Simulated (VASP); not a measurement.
Set up this calculation in VASP 6.6.1, as the native input.

- Task: single point
- Functional: PBE
- Potentials or basis: VASP PAW PBE potentials, release 64 (Y_sv, Si, F)
- Cutoff: 520 eV
- k mesh: 4 × 4 × 4
- Occupations: gaussian, width 0.1 eV
- Spin: no spin polarisation
- Dipole correction: no
- Further INCAR settings: ALGO = Normal; EDIFF = 1e-07; NBANDS = 28

The structure of Y2SiF2 lies in POSCAR:

```
Y2SiF2
1.0
    4.7830317314      0.0000000000      0.0000000000
    0.0000000000      4.7830317314      0.0000000000
    0.0000000000      0.0000000000      4.7183293766
Y Si F
2 1 2
Direct
    0.5000000000      0.0000000000      0.0919387215
    0.0000000000      0.5000000000      0.0919387215
    0.5000000000      0.5000000000      0.7709014487
    0.0000000000      0.0000000000      0.1541822289
    0.5000000000      0.5000000000      0.3673073295
```

The input as run:

INCAR

```
PREC = Accurate ; ENCUT = 520
EDIFF = 1E-7 ; ISMEAR = 0
SIGMA = 0.1 ; LREAL = F
LASPH = T ; NELM = 60
ALGO = Normal ; ISIF = 2
LWAVE = F ; LCHARG = F
GGA = PE ; NBANDS = 28
```

KPOINTS

```
regular mesh
0
Gamma
  4 4 4
```

Potentials or basis: VASP PAW PBE potentials, release 64 (Y_sv, Si, F).

Command:

```sh
$ cat potpaw_PBE.64/Y_sv/POTCAR potpaw_PBE.64/Si/POTCAR potpaw_PBE.64/F/POTCAR > POTCAR
$ mpirun -np 1 vasp_std > vasp.out
```

Results of the run:

```yaml
Pressure: 0.1 GPa
Largest_force: 0.045 eV/Å
Band_gap_on_the_k_mesh: zero (band 20 reaches 4.24 eV, above the bottom of band 21 at 2.85 eV)
```

It took 25 s on 1 thread of Intel(R) Xeon(R) 6975P-C (Granite Rapids) (shared host), peak memory 0.23 GiB.
